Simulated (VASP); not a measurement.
# BN (F-43m) in VASP: notebook

Runs on BN. Level: PBEsol. Tasks: single point, relaxation of cell and atoms.

Program: VASP 6.6.1. These are calculated values, not measurements. Logs are shortened: lines on timing, memory, paths and dates and some standing lists are left out, and cuts for length are marked.

## Step 1: The cell of the first run

Symmetry: F-43m, No. 216, cubic system. Conventional cell: a = 3.576 Å, b = 3.576 Å, c = 3.576 Å, α = 90.00°, β = 90.00°, γ = 90.00°. N (site symmetry -43m) has 4 B at 1.55 Å within 2.1 Å. Within 2.1 Å of B (site symmetry -43m) lie 4 N at 1.55 Å.

## Step 2: Single point, PBEsol

INCAR

```
PREC = Accurate
ENCUT = 520
EDIFF = 1E-6
ISMEAR = -1
SIGMA = 0.05
LREAL = False
LASPH = True
NELM = 60
ALGO = Normal
ISIF = 2
LWAVE = False
LCHARG = False
GGA = PS
NBANDS = 11
```

KPOINTS

```
regular mesh
0
Gamma
  13 13 13
```

POSCAR

```
BN
1.0
    0.0000000000      1.7880492581      1.7880492581
    1.7880492581      0.0000000000      1.7880492581
    1.7880492581      1.7880492581      0.0000000000
N B
1 1
Direct
    0.2500000000      0.2500000000      0.2500000000
    0.0000000000      0.0000000000      0.0000000000
```

Potentials or basis: VASP PAW PBE potentials, release 64 (N, B).

Started as:

```
$ cat potpaw_PBE.64/N/POTCAR potpaw_PBE.64/B/POTCAR > POTCAR
$ mpirun -np 1 vasp_std > vasp.out
```

OUTCAR:

```text
PREC = Accurate
   ENCUT = 520
   EDIFF = 1E-6
   ISMEAR = -1
   LREAL = False
   LASPH = True
   NELM = 60
   ISIF = 2
   GGA = PS

 ion  position               nearest neighbor table
   1  0.250  0.250  0.250-   2 1.55   2 1.55   2 1.55   2 1.55
   2  0.000  0.000  0.000-   1 1.55   1 1.55   1 1.55   1 1.55

  LATTYP: Found a face centered cubic cell.
 ALAT       =     3.5760985162

  Lattice vectors:

 A1 = (   0.0000000000,   1.7880492581,   1.7880492581)
 A2 = (   1.7880492581,   0.0000000000,   1.7880492581)
 A3 = (   1.7880492581,   1.7880492581,   0.0000000000)

Analysis of symmetry for initial positions (statically):
=====================================================================
 Subroutine PRICEL returns:
 Original cell was already a primitive cell.

 Routine SETGRP: Setting up the symmetry group for a
 face centered cubic supercell.

 Subroutine GETGRP returns: Found 24 space group operations
 (whereof 24 operations were pure point group operations)
 out of a pool of 48 trial point group operations.

The static configuration has the point symmetry T_d .

Analysis of symmetry for dynamics (positions and initial velocities):
=====================================================================
 Subroutine PRICEL returns:
 Original cell was already a primitive cell.

 Routine SETGRP: Setting up the symmetry group for a
 face centered cubic supercell.

 Subroutine GETGRP returns: Found 24 space group operations
 (whereof 24 operations were pure point group operations)
 out of a pool of 48 trial point group operations.

The dynamic configuration has the point symmetry T_d .

 Subroutine INISYM returns: Found 24 space group operations
 (whereof 24 operations are pure point group operations),
 and found     1 'primitive' translations

----------------------------------------------------------------------------------------

                                     Primitive cell

  volume of cell :      11.4332

  direct lattice vectors                    reciprocal lattice vectors
     0.000000000  1.788049258  1.788049258    -0.279634354  0.279634354  0.279634354
     1.788049258  0.000000000  1.788049258     0.279634354 -0.279634354  0.279634354
     1.788049258  1.788049258  0.000000000     0.279634354  0.279634354 -0.279634354

  length of vectors
     2.528683511  2.528683511  2.528683511     0.484340909  0.484340909  0.484340909

  position of ions in fractional coordinates (direct lattice)
     0.250000000  0.250000000  0.250000000
     0.000000000  0.000000000  0.000000000

  ion indices of the primitive-cell ions
   primitive index   ion index
                 1           1
                 2           2

----------------------------------------------------------------------------------------

 KPOINTS: regular mesh

Automatic generation of k-mesh.
 Grid dimensions read from file:
 generate k-points for:   13   13   13

 Generating k-lattice:

  Cartesian coordinates                     Fractional coordinates (reciprocal lattice)
    -0.021510335  0.021510335  0.021510335     0.076923077  0.000000000  0.000000000
     0.021510335 -0.021510335  0.021510335     0.000000000  0.076923077  0.000000000
     0.021510335  0.021510335 -0.021510335     0.000000000  0.000000000  0.076923077

  Length of vectors
     0.037256993  0.037256993  0.037256993

  Shift w.r.t. Gamma in fractional coordinates (k-lattice)
     0.000000000  0.000000000  0.000000000

 Subroutine IBZKPT returns following result:
 ===========================================

 Found     84 irreducible k-points:

 Following reciprocal coordinates:
            Coordinates               Weight
  0.000000  0.000000  0.000000      1.000000
  0.076923  0.000000  0.000000      8.000000
  0.153846  0.000000  0.000000      8.000000
  0.230769  0.000000  0.000000      8.000000
  0.307692  0.000000  0.000000      8.000000
  0.384615  0.000000  0.000000      8.000000
[... 16 lines left out ...]
  0.384615  0.153846  0.000000     24.000000
  0.461538  0.153846  0.000000     24.000000
 [... further k-points ...]
   k-points           NKPTS =     84   k-points in BZ     NKDIM =     84   number of bands    NBANDS=     11
   number of dos      NEDOS =    301   number of ions     NIONS =      2
   total plane-waves  NPLWV =   8000
   dimension x,y,z NGX =    20 NGY =   20 NGZ =   20
   dimension x,y,z NGXF=    40 NGYF=   40 NGZF=   40
   ions per type =               1   1
   NGX,Y,Z   is equivalent  to a cutoff of  13.15, 13.15, 13.15 a.u.
   NGXF,Y,Z  is equivalent  to a cutoff of  26.30, 26.30, 26.30 a.u.
 SYSTEM =  unknown system
   PREC   = accura    normal or accurate (medium, high low for compatibility)
   ISTART =      0    job   : 0-new  1-cont  2-samecut
   ICHARG =      2    charge: 1-file 2-atom 10-const
   ISPIN  =      1    spin polarized calculation?
   LNONCOLLINEAR =      F non collinear calculations
   LSORBIT =      F    spin-orbit coupling
   LASPH  =      T    aspherical Exc in radial PAW
   ENCUT  =  520.0 eV  38.22 Ry    6.18 a.u.   4.70  4.70  4.70*2*pi/ulx,y,z
   NELM   =     60;   NELMIN=  2; NELMDL= -5     # of ELM steps
   EDIFF  = 0.1E-05   stopping-criterion for ELM
   LREAL  =      F    real-space projection
   EDIFFG = 0.1E-04   stopping-criterion for IOM
   NSW    =      0    number of steps for IOM
   IBRION =     -1    ionic relax: 0-MD 1-quasi-New 2-CG
   NFREE  =      0    steps in history (QN), initial steepest desc. (CG)
   ISIF   =      2    stress and relaxation
   ISYM   =      2    0-nonsym 1-usesym 2-fastsym
   POTIM  = 0.5000    time-step for ionic-motion
   TEBEG  =    0.0;   TEEND  =   0.0 temperature during run
   PSTRESS=    0.0 pullay stress
   NELECT =       8.0000    total number of electrons
   NUPDOWN=      -1.0000    fix difference up-down
   EMIN   =  10.00;   EMAX   =-10.00  energy-range for DOS
   EFERMI =   0.00;   METHOD = LEGACY
   ISMEAR =    -1;   SIGMA  =   0.05  broadening in eV -4-tet -1-fermi 0-gaus
   EFERMI_NEDOS =   21; number of points for ismear=-14 and -15
   IALGO  =     38    algorithm
   IMIX   =      4    mixing-type and parameters
     AMIX     =   0.40;   BMIX     =  1.00
     AMIX_MAG =   1.60;   BMIX_MAG =  1.00
  volume/ion in A,a.u.               =       5.72        38.58
  Fermi-wavevector in a.u.,A,eV,Ry     =   1.453389  2.746508 28.740144  2.112341
  Thomas-Fermi vector in A             =   2.570662
   LORBIT       =      0    0 simple, 1 ext, 2 COOP (PROOUT), +10 PAW based schemes
   GGA     = PS    functional components
   LHFCALC =     F    Hartree Fock is set to
   AEXX    =    0.0000 exact exchange contribution
   IVDW    =     0    specifies the selected vdW correction
   LEPSILON=     F    determine dielectric tensor
   LRPA    =     F    only Hartree local field effects (RPA)
 non-spin polarized calculation
  energy-cutoff  :      520.00
  volume of cell :       11.43
 maximum number of plane-waves:       331
   NGX =  9   NGY =  9   NGZ =  9

 number of electron       7.9999998 magnetization

 Free energy of the ion-electron system (eV)
  ---------------------------------------------------
  ext. energy  EPLUGINS =         0.00000000
  ---------------------------------------------------
  free energy    TOTEN  =       -18.33640564 eV

  energy without entropy =      -18.33640564  energy(sigma->0) =      -18.33640564

 E-fermi :   8.8259     XC(G=0): -13.1754

 val. band max:        7.7679406257   @ k =   0.0000   0.0000   0.0000
 cond. band min:      12.1567570355   @ k =   0.4615   0.4615   0.0000
 fundamental gap:      4.3888164098
 Fermi energy:         8.8258582966

 k-point     1 :       0.0000    0.0000    0.0000
  band No.  band energies     occupation
      1     -12.8600      2.00000
      2       7.7679      2.00000
      3       7.7679      2.00000
      4       7.7679      2.00000
      5      16.6819      0.00000
      6      16.6819      0.00000
      7      16.6819      0.00000
      8      18.5642      0.00000
      9      32.8909      0.00000
     10      35.8588      0.00000
     11      35.8588      0.00000

 k-point     2 :       0.0769    0.0000    0.0000
  band No.  band energies     occupation
      1     -12.7112      2.00000
      2       6.9577      2.00000
      3       7.6057      2.00000
      4       7.6057      2.00000
      5      16.9005      0.00000
      6      16.9280      0.00000
      7      16.9280      0.00000
      8      19.0345      0.00000
      9      32.6210      0.00000
     10      33.6619      0.00000
     11      33.6619      0.00000

 k-point     3 :       0.1538    0.0000    0.0000
  band No.  band energies     occupation
      1     -12.2695      2.00000
      2       5.0395      2.00000
      3       7.2008      2.00000
      4       7.2008      2.00000
      5      17.2598      0.00000
      6      17.5180      0.00000
      7      17.5180      0.00000
      8      20.1901      0.00000
      9      31.9925      0.00000
     10      32.0711      0.00000
     11      32.0711      0.00000

 k-point     4 :       0.2308    0.0000    0.0000
  band No.  band energies     occupation
      1     -11.5499      2.00000
      2       2.7176      2.00000
      3       6.7133      2.00000
      4       6.7133      2.00000
      5      17.6036      0.00000
      6      18.1256      0.00000
      7      18.1256      0.00000
      8      21.4130      0.00000
      9      31.4191      0.00000
     10      31.4766      0.00000
     11      31.4766      0.00000
[... 239 lines left out ...]
 k-point    22 :       0.3077    0.1538    0.0000
  band No.  band energies     occupation
      1     -10.7554      2.00000
      2       2.0855      2.00000
      3       5.1077      2.00000
      4       5.5694      2.00000
      5      16.0099      0.00000
      6      20.0586      0.00000
      7      20.4504      0.00000
      8      20.7799      0.00000
      9      27.2744      0.00000
     10      34.5909      0.00000
     11      35.7620      0.00000

 k-point    23 :       0.3846    0.1538    0.0000
  band No.  band energies     occupation
      1      -9.7591      2.00000
      2      -0.0197      2.00000
      3       4.8548      2.00000
      4       4.9795      2.00000
      5      16.4021      0.00000
      6      20.2270      0.00000
      7      20.6307      0.00000
      8      21.5413      0.00000
      9      28.2023      0.00000
     10      34.3822      0.00000
     11      36.1060      0.00000

 k-point    24 :       0.4615    0.1538    0.0000
  band No.  band energies     occupation
      1      -8.7104      2.00000
      2      -1.8130      2.00000
      3       4.4027      2.00000
      4       4.8232      2.00000
      5      16.7025      0.00000
      6      20.2204      0.00000
      7      20.4757      0.00000
      8      22.7160      0.00000
      9      28.8276      0.00000
     10      34.5275      0.00000
     11      36.1690      0.00000

 [... further k-points ...]

------------------------ aborting loop because EDIFF is reached ----------------------------------------

  FORCE on cell =-STRESS in cart. coord.  units (eV):
  Direction    XX          YY          ZZ          XY          YZ          ZX
  --------------------------------------------------------------------------------------
  -------------------------------------------------------------------------------------
  Total        0.7631653      0.7631653      0.7631653     -0.0000000     -0.0000000     -0.0000000
  in kB      106.9450658    106.9450658    106.9450658     -0.0000000     -0.0000000     -0.0000000
  external PRESSURE =     106.9450658 kB  Pullay stress =       0.0000000 kB

 VOLUME and BASIS-vectors are now :
 -----------------------------------------------------------------------------
  energy-cutoff  :      520.00
  volume of cell :       11.43
      direct lattice vectors                 reciprocal lattice vectors
     0.000000000  1.788049258  1.788049258    -0.279634354  0.279634354  0.279634354
     1.788049258  0.000000000  1.788049258     0.279634354 -0.279634354  0.279634354
     1.788049258  1.788049258  0.000000000     0.279634354  0.279634354 -0.279634354

 POSITION                                       TOTAL-FORCE (eV/Angst)
 -----------------------------------------------------------------------------------
      0.89402      0.89402      0.89402        -0.000000     -0.000000     -0.000000
      0.00000      0.00000      0.00000         0.000000      0.000000      0.000000
 -----------------------------------------------------------------------------------
    total drift:                                0.000000      0.000000      0.000000

  FREE ENERGIE OF THE ION-ELECTRON SYSTEM (eV)
  ---------------------------------------------------
  free  energy   TOTEN  =       -18.3364056433 eV

  energy  without entropy=      -18.3364056433  energy(sigma->0) =      -18.33640564
```

Run time: 8.9 s. Hardware: 1 thread of Intel Xeon Platinum 8375C at 2.90GHz (Ice Lake), shared host; peak memory 0.12 GiB.

What came out:

```
Free energy            : -18.3364 eV
Pressure               : 10.7 GPa
Band gap on the k mesh : 4.39 eV, indirect (least direct gap 8.91 eV)
```

Caveat: the PAW data sets were made with another functional, which shifts forces and pressure a little. A k mesh can miss the band edges.

## Step 3: Single point, PBEsol

This run uses another cell than the first one, of 5.59 Å³/atom, 0.977 times its volume.

INCAR

```
SYSTEM = BN
PREC = Accurate
ENCUT = 520
EDIFF = 1E-6
ISMEAR = -1
SIGMA = 0.05
LREAL = .False.
LASPH = .True.
NELM = 100
ALGO = Normal
ISIF = 2
LWAVE = .False.
LCHARG = .True.
GGA = PS
LELF = .True.
LVHAR = .True.
NBANDS = 11
```

KPOINTS

```
regular mesh
0
Gamma
  13 13 13
  0 0 0
```

POSCAR

```
BN
1.0
    0.0000000000      1.7745326116      1.7745326116
    1.7745326116      0.0000000000      1.7745326116
    1.7745326116      1.7745326116      0.0000000000
N B
1 1
Direct
    0.2500000000      0.2500000000      0.2500000000
    0.0000000000      0.0000000000      0.0000000000
```

Potentials or basis: VASP PAW PBE potentials, release 64 (N, B).

Started as:

```
$ cat potpaw_PBE.64/N/POTCAR potpaw_PBE.64/B/POTCAR > POTCAR
$ mpirun -np 1 vasp_std > vasp.out
```

It took 13 s on 1 thread of Intel Xeon Platinum 8375C at 2.90GHz (Ice Lake), shared host; peak memory 0.12 GiB.

It converged, with:

```
Free energy            : -18.3108 eV
Pressure               : 20.8 GPa
Band gap on the k mesh : 4.41 eV, indirect (least direct gap 9.02 eV)
```

Levels at points of the mesh, in eV from the valence-band top:
| k point | band 2 | band 3 | band 4 | band 5 | band 6 | band 7 |
| --- | --- | --- | --- | --- | --- | --- |
| (0.00, 0.00, 0.00) | 0.00 | 0.00 | 0.00 | 9.02 | 9.02 | 9.02 |

Caveat: the PAW data sets were made with another functional, which shifts forces and pressure a little.

## Step 4: Relaxation of cell and atoms, PBEsol

This run uses another cell than the first one, of 5.96 Å³/atom, 1.042 times its volume.

INCAR

```
  ALGO = Normal
  EDIFF = 1E-6
  EDIFFG = -0.01
  ENCUT = 600
  GGA = PS
  IBRION = 2
  ISIF = 3
  ISMEAR = -1
  LASPH = True
  LCHARG = False
  LREAL = False
  LWAVE = False
  NELM = 100
  NSW = 80
  PREC = Accurate
  SIGMA = 0.05
```

KPOINTS

```
k-points
0
Gamma
  13 13 13
```

POSCAR

```
BN
1.0
    0.0000000000      1.8130010000      1.8130010000
    1.8130010000      0.0000000000      1.8130010000
    1.8130010000      1.8130010000      0.0000000000
N B
1 1
Direct
    0.2500000000      0.2500000000      0.2500000000
    0.0000000000      0.0000000000      0.0000000000
```

Started as:

```
$ cat potpaw_PBE.64/N/POTCAR potpaw_PBE.64/B/POTCAR > POTCAR
$ mpirun -np 1 vasp_std > vasp.out
```

Run time: 22 s. Hardware: 1 thread of Intel Xeon Platinum 8375C at 2.90GHz (Ice Lake), shared host; peak memory 0.12 GiB.

Results (log left out):

| Item | Value |
| --- | --- |
| Free energy | -18.3514 eV |
| Relaxed volume | 5.86 Å³/atom |
| Relaxed cell | a = 2.550 Å, b = 2.550 Å, c = 2.550 Å, α = 60.00°, β = 60.00°, γ = 60.00° |
| Space group after relaxing (to 0.05 Å) | F-43m (No. 216) |
| Energy gained by relaxing | 1.8 meV/atom |
| Ionic steps | 3 |
| Pressure after relaxing | 0.0 GPa |
| Band gap on the k mesh | 4.36 eV, indirect (least direct gap 8.79 eV) |

The path:
```tsv
step	energy change (eV)	largest force (eV/Å)	pressure (GPa)	volume (Å³)
1	0.0000	0.0000	-6.03	11.92
2	0.0003	0.0000	6.62	11.54
3	-0.0036	0.0000	-0.01	11.73
```

Final structure:
```
N B
1.0
     0.00000    1.80333    1.80333
     1.80333    0.00000    1.80333
     1.80333    1.80333    0.00000
N B
1 1
Direct
  0.25000 0.25000 0.25000
  0.00000 0.00000 0.00000
```

Levels at points of the mesh, in eV from the valence-band top:
```tsv
k point	band 1	band 2	band 3	band 4	band 5	band 6	band 7	band 8
(0.00, 0.00, 0.00)	-20.33	0.00	0.00	0.00	8.79	8.79	8.79	10.38
```

Caveat: the PAW data sets were made with another functional, which shifts forces and pressure a little. As with any semilocal functional, this PBEsol gap is likely too small.

## Step 5: The runs side by side

```csv
task,cell,cutoff (eV),gap on the mesh (eV),pressure (GPa)
single point,"a = 2.529 Å, angles 60.0°, 2 atoms",520,4.39,10.7
single point,"a = 2.510 Å, angles 60.0°, 2 atoms",520,4.41,20.8
relaxation of cell and atoms,"relaxed from a = 2.564 Å, angles 60.0°, 2 atoms",600,4.36,0.0
```

Alike in all rows: level PBEsol; potentials or basis VASP PAW PBE potentials, release 64 (N, B); no spin polarisation; k mesh 13 × 13 × 13; smearing fermi-dirac 0.05 eV.

Caveats: the PAW data sets were made with another functional, which shifts forces and pressure a little.

Total energies depend on the potentials used, so only differences within one code and one set of settings carry meaning.
